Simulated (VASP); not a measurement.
# Nb2O (P6_3/mmc) in VASP: further runs

The runs below take Nb2O through single point, relaxation of cell and atoms, with PBE.

Everything below comes from runs of VASP 6.6.1. Logs are shortened: lines on timing, memory, paths and dates and some standing lists are left out, and cuts for length are marked.

### Step 1. The cell of the first run

The structure is hexagonal, space group P6_3/mmc (No. 194). The conventional cell has a = 2.928 Å, b = 2.928 Å, c = 11.090 Å, α = 90.00°, β = 90.00°, γ = 120.00°. Within 3.0 Å of Nb (site symmetry 3m) lie 3 O at 2.27 Å and 6 Nb at 2.93 Å. O (site symmetry -6m2) has 6 Nb at 2.27 Å and 6 O at 2.93 Å within 3.0 Å.

### Step 2. Single point, PBE

The input, INCAR:

```
PREC = Accurate
ENCUT = 520
EDIFF = 1E-7
ISMEAR = 0
SIGMA = 0.1
LREAL = False
LASPH = True
NELM = 80
ALGO = Normal
ISIF = 2
LWAVE = False
LCHARG = True
GGA = PE
LELF = True
LVHAR = True
NBANDS = 41
```

The input, KPOINTS:

```
Automatic mesh
0
Gamma
  6 6 2
```

The input, POSCAR:

```
Nb2O
1.0
    2.9283624202      0.0000000000      0.0000000000
   -1.4641812101      2.5360362474      0.0000000000
    0.0000000000      0.0000000000     11.0901955397
Nb O
4 2
Direct
    0.3333333333      0.6666666667      0.6132962391
    0.6666666667      0.3333333333      0.1132962391
    0.3333333333      0.6666666667      0.8867037609
    0.6666666667      0.3333333333      0.3867037609
    0.3333333333      0.6666666667      0.2500000000
    0.6666666667      0.3333333333      0.7500000000
```

Potentials or basis: VASP PAW PBE potentials, release 64 (Nb_sv, O).

Run with:

```
> cat potpaw_PBE.64/Nb_sv/POTCAR potpaw_PBE.64/O/POTCAR > POTCAR
> mpirun -np 1 vasp_std > vasp.out
```

OUTCAR:

```text
PREC = Accurate
   ENCUT = 520
   EDIFF = 1E-7
   ISMEAR = 0
   LREAL = False
   LASPH = True
   NELM = 80
   ISIF = 2
   GGA = PE

 ion  position               nearest neighbor table
   1  0.333  0.667  0.613-   6 2.27   6 2.27   6 2.27   4 3.03   4 3.03   4 3.03   3 3.03
   2  0.667  0.333  0.113-   5 2.27   5 2.27   5 2.27   3 3.03   3 3.03   3 3.03   4 3.03
   3  0.333  0.667  0.887-   6 2.27   6 2.27   6 2.27   2 3.03   2 3.03   2 3.03   1 3.03
   4  0.667  0.333  0.387-   5 2.27   5 2.27   5 2.27   1 3.03   1 3.03   1 3.03   2 3.03
   5  0.333  0.667  0.250-   2 2.27   4 2.27   2 2.27   4 2.27   2 2.27   4 2.27
   6  0.667  0.333  0.750-   1 2.27   3 2.27   1 2.27   3 2.27   1 2.27   3 2.27

  LATTYP: Found a hexagonal cell.
 ALAT       =     2.9283624202
 C/A-ratio  =     3.7871663231

  Lattice vectors:

 A1 = (   2.9283624202,   0.0000000000,   0.0000000000)
 A2 = (  -1.4641812101,   2.5360362474,   0.0000000000)
 A3 = (   0.0000000000,   0.0000000000,  11.0901955397)

Analysis of symmetry for initial positions (statically):
=====================================================================
 Subroutine PRICEL returns:
 Original cell was already a primitive cell.

 Routine SETGRP: Setting up the symmetry group for a
 hexagonal supercell.

 Subroutine GETGRP returns: Found 24 space group operations
 (whereof 12 operations were pure point group operations)
 out of a pool of 24 trial point group operations.

The static configuration has the point symmetry D_3d.
 The point group associated with its full space group is D_6h.

Analysis of symmetry for dynamics (positions and initial velocities):
=====================================================================
 Subroutine PRICEL returns:
 Original cell was already a primitive cell.

 Routine SETGRP: Setting up the symmetry group for a
 hexagonal supercell.

 Subroutine GETGRP returns: Found 24 space group operations
 (whereof 12 operations were pure point group operations)
 out of a pool of 24 trial point group operations.

The dynamic configuration has the point symmetry D_3d.
 The point group associated with its full space group is D_6h.

 Subroutine INISYM returns: Found 24 space group operations
 (whereof 12 operations are pure point group operations),
 and found     1 'primitive' translations

----------------------------------------------------------------------------------------

                                     Primitive cell

[... 90 lines left out ...]
   NSW    =      0    number of steps for IOM
   IBRION =     -1    ionic relax: 0-MD 1-quasi-New 2-CG
   NFREE  =      0    steps in history (QN), initial steepest desc. (CG)
   ISIF   =      2    stress and relaxation
   ISYM   =      2    0-nonsym 1-usesym 2-fastsym
   POTIM  = 0.5000    time-step for ionic-motion
   TEBEG  =    0.0;   TEEND  =   0.0 temperature during run
   PSTRESS=    0.0 pullay stress
   NELECT =      64.0000    total number of electrons
   NUPDOWN=      -1.0000    fix difference up-down
   EMIN   =  10.00;   EMAX   =-10.00  energy-range for DOS
   EFERMI =   0.00;   METHOD = LEGACY
   ISMEAR =     0;   SIGMA  =   0.10  broadening in eV -4-tet -1-fermi 0-gaus
   EFERMI_NEDOS =   21; number of points for ismear=-14 and -15
   IALGO  =     38    algorithm
   IMIX   =      4    mixing-type and parameters
     AMIX     =   0.40;   BMIX     =  1.00
     AMIX_MAG =   1.60;   BMIX_MAG =  1.00
  volume/ion in A,a.u.               =      13.73        92.63
  Fermi-wavevector in a.u.,A,eV,Ry     =   1.505087  2.844202 30.821107  2.265287
  Thomas-Fermi vector in A             =   2.615982
   LORBIT       =      0    0 simple, 1 ext, 2 COOP (PROOUT), +10 PAW based schemes
   GGA     = PE    functional components
   LHFCALC =     F    Hartree Fock is set to
   AEXX    =    0.0000 exact exchange contribution
   IVDW    =     0    specifies the selected vdW correction
   LEPSILON=     F    determine dielectric tensor
   LRPA    =     F    only Hartree local field effects (RPA)
 non-spin polarized calculation
 Gauss-broadening in eV      SIGMA  =   0.10
  energy-cutoff  :      520.00
  volume of cell :       82.36
 maximum number of plane-waves:      2262
 NGX is ok and might be reduce to    24
   NGX = 11   NGY = 11   NGZ = 41

 number of electron      63.9999999 magnetization

 Free energy of the ion-electron system (eV)
  ---------------------------------------------------
  ext. energy  EPLUGINS =         0.00000000
  ---------------------------------------------------
  free energy    TOTEN  =       -57.82134077 eV

  energy without entropy =      -57.80336225  energy(sigma->0) =      -57.81235151

 E-fermi :  11.8426     XC(G=0): -12.6719

 val. band max:       11.8407191385   @ k =   0.3333   0.1667   0.0000
 cond. band min:      11.9677208614   @ k =   0.0000   0.0000   0.0000
 fundamental gap:      0.1270017229
 Fermi energy:        11.8426120218

 k-point     1 :       0.0000    0.0000    0.0000
  band No.  band energies     occupation
      1     -43.5652      2.00000
      2     -43.5318      2.00000
      3     -43.4884      2.00000
      4     -43.4543      2.00000
      5     -20.2195      2.00000
      6     -19.7803      2.00000
[... 605 lines left out ...]
     40      14.8126      0.00000
     41      15.4672      0.00000

------------------------ aborting loop because EDIFF is reached ----------------------------------------

  FORCE on cell =-STRESS in cart. coord.  units (eV):
  Direction    XX          YY          ZZ          XY          YZ          ZX
  --------------------------------------------------------------------------------------
  -------------------------------------------------------------------------------------
  Total       -0.1302852     -0.1302852     -0.1862498      0.0000000      0.0000000      0.0000000
  in kB       -2.5344646     -2.5344646     -3.6231546      0.0000000      0.0000000      0.0000000
  external PRESSURE =      -2.8973612 kB  Pullay stress =       0.0000000 kB

 VOLUME and BASIS-vectors are now :
 -----------------------------------------------------------------------------
  energy-cutoff  :      520.00
  volume of cell :       82.36
      direct lattice vectors                 reciprocal lattice vectors
     2.928362420  0.000000000  0.000000000     0.341487786  0.197158065  0.000000000
    -1.464181210  2.536036247  0.000000000     0.000000000  0.394316131  0.000000000
     0.000000000  0.000000000 11.090195540     0.000000000  0.000000000  0.090169736

 POSITION                                       TOTAL-FORCE (eV/Angst)
 -----------------------------------------------------------------------------------
     -0.00000      1.69069      6.80158         0.000000     -0.000000     -0.016852
      1.46418      0.84535      1.25648        -0.000000      0.000000     -0.016852
     -0.00000      1.69069      9.83372         0.000000     -0.000000      0.016852
      1.46418      0.84535      4.28862        -0.000000      0.000000      0.016852
     -0.00000      1.69069      2.77255         0.000000      0.000000     -0.000000
      1.46418      0.84535      8.31765        -0.000000     -0.000000     -0.000000
 -----------------------------------------------------------------------------------
    total drift:                                0.000000     -0.000000      0.000000

  FREE ENERGIE OF THE ION-ELECTRON SYSTEM (eV)
  ---------------------------------------------------
  free  energy   TOTEN  =       -57.8213407704 eV

  energy  without entropy=      -57.8033622494  energy(sigma->0) =      -57.81235151
```

stdout:

```text
POSCAR found type information on POSCAR NbO
 POSCAR found :  2 types and       6 ions
 scaLAPACK will be used
 LDA part: xc-table for (Slater+PW92), standard interpolation
 POSCAR, INCAR and KPOINTS ok, starting setup
 FFT: planning ... GRIDC
 FFT: planning ... GRID_SOFT
 FFT: planning ... GRID
 WAVECAR not read
 entering main loop
```

Wall time 51 s (1 thread of Intel Xeon Platinum 8259CL at 2.50GHz (Skylake/Cascade Lake), shared host); peak memory 0.21 GiB.

Results:

| Property | Result |
| --- | --- |
| Free energy | -57.8213 eV |
| Pressure | -0.3 GPa |
| Largest force | 0.017 eV/Å |
| Band gap on the k mesh | zero (band 32 reaches 12.22 eV, above the bottom of band 33 at 11.24 eV) |

Forces on the atoms (eV/Å):
```
Nb   0.000  0.000 -0.017
Nb   0.000  0.000 -0.017
Nb   0.000  0.000  0.017
Nb   0.000  0.000  0.017
O    0.000  0.000  0.000
O    0.000  0.000  0.000
```

Levels at points of the mesh, in eV from the Fermi level:
| k point | band 29 | band 30 | band 31 | band 32 | band 33 | band 34 | band 35 | band 36 |
| --- | --- | --- | --- | --- | --- | --- | --- | --- |
| (0.00, 0.00, 0.00) | -1.65 | -0.29 | -0.29 | -0.19 | -0.02 | -0.02 | 0.13 | 0.13 |
| (0.50, 0.00, 0.00) | -2.47 | -1.53 | -0.47 | 0.37 | 0.89 | 1.88 | 1.89 | 3.04 |
| (0.00, 0.00, 0.50) | -0.81 | -0.81 | -0.16 | -0.16 | -0.16 | -0.16 | 0.33 | 0.33 |
| (0.50, 0.00, 0.50) | -1.99 | -1.99 | -0.05 | -0.05 | 1.28 | 1.28 | 2.63 | 2.63 |

Caveat: the k points lie up to 0.41 Å⁻¹ apart.

### Step 3. Relaxation of cell and atoms, PBE

This run uses another cell than the first one, of 12.30 Å³/atom, 0.896 times its volume.

The input, INCAR:

```
SYSTEM = Nb2O
PREC     = Accurate       ! precision mode
ENCUT    = 600            ! plane-wave cutoff, eV
EDIFF    = 1E-6           ! SCF threshold, eV
ISMEAR   = 0              ! smearing method
SIGMA    = 0.1            ! smearing width, eV
LREAL    = .False.        ! projectors in reciprocal space
LASPH    = .True.         ! aspherical terms in the spheres
NELM     = 80             ! most SCF steps
ALGO     = Normal         ! electronic algorithm
ISIF     = 3              ! what is computed and relaxed
LWAVE    = .False.        ! write WAVECAR
LCHARG   = .False.        ! write CHGCAR
GGA      = PE             ! functional
IBRION   = 2              ! ionic algorithm
NSW      = 90             ! ionic steps
EDIFFG   = -0.04          ! ionic threshold
```

The input, KPOINTS:

```
Automatic mesh
0
Gamma
  6 6 2
  0 0 0
```

The input, POSCAR:

```
Nb2O
1.0
    2.7979421790      0.0000000000      0.0000000000
   -1.3989710895      2.4230890053      0.0000000000
    0.0000000000      0.0000000000     10.8828477256
Nb O
4 2
Direct
    0.3333333333      0.6666666667      0.6275000000
    0.6666666667      0.3333333333      0.1275000000
    0.3333333333      0.6666666667      0.8725000000
    0.6666666667      0.3333333333      0.3725000000
    0.3333333333      0.6666666667      0.2500000000
    0.6666666667      0.3333333333      0.7500000000
```

Potentials or basis: VASP PAW PBE potentials, release 64 (Nb_sv, O).

Run with:

```
> cat potpaw_PBE.64/Nb_sv/POTCAR potpaw_PBE.64/O/POTCAR > POTCAR
> mpirun -np 1 vasp_std > vasp.out
```

It took 8.1 min on 1 thread of Intel Xeon 6975P-C, shared host; peak memory 0.25 GiB.

The run converged. Its results:

* Free energy: -57.8138 eV
* Relaxed volume: 13.71 Å³/atom
* Relaxed cell: a = 2.927 Å, b = 2.927 Å, c = 11.081 Å, α = 90.00°, β = 90.00°, γ = 120.00°
* Space group after relaxing (to 0.05 Å): P6_3/mmc (No. 194)
* Energy gained by relaxing: 467.5 meV/atom
* Ionic steps: 9
* Pressure after relaxing: 0.0 GPa
* Band gap on the k mesh: zero (band 32 reaches 12.24 eV, above the bottom of band 33 at 11.27 eV)

Step by step:
| step | energy change (eV) | largest force (eV/Å) | pressure (GPa) | volume (Å³) |
| --- | --- | --- | --- | --- |
| 1 | 0.0000 | 6.0097 | 45.59 | 73.78 |
| 2 | 3.5141 | 1.5921 | -35.64 | 117.79 |
| 3 | -2.5562 | 0.6414 | -10.69 | 87.27 |
| 4 | -2.6076 | 0.9773 | -7.27 | 85.73 |
| 5 | -2.6137 | 1.1756 | -5.12 | 84.89 |
| 6 | -2.7920 | 0.1596 | 3.02 | 81.13 |
| 7 | -2.8020 | 0.1354 | 1.31 | 81.80 |
| 8 | -2.8016 | 0.1419 | -1.34 | 82.72 |
| 9 | -2.8049 | 0.0008 | -0.01 | 82.24 |

Final structure:
```
Nb O
1.0
     2.92735    0.00000    0.00000
    -1.46368    2.53516    0.00000
     0.00000    0.00000   11.08127
Nb O
4 2
Direct
  0.33333 0.66667 0.61324
  0.66667 0.33333 0.11324
  0.33333 0.66667 0.88676
  0.66667 0.33333 0.38676
  0.33333 0.66667 0.25000
  0.66667 0.33333 0.75000
```

Levels at points of the mesh, in eV from the Fermi level:
```tsv
k point	band 28	band 29	band 30	band 31	band 32	band 33	band 34	band 35	band 36	band 37
(0.00, 0.00, 0.00)	-2.05	-1.66	-0.29	-0.29	-0.19	-0.03	-0.03	0.12	0.12	0.61
(0.50, 0.00, 0.00)	-2.72	-2.48	-1.54	-0.47	0.38	0.89	1.89	1.89	3.05	3.43
(0.00, 0.00, 0.50)	-2.56	-0.81	-0.81	-0.16	-0.16	-0.16	-0.16	0.32	0.32	0.32
(0.50, 0.00, 0.50)	-2.78	-2.00	-2.00	-0.05	-0.05	1.28	1.28	2.64	2.64	3.68
```

Caveat: the k points lie up to 0.41 Å⁻¹ apart in the final cell.
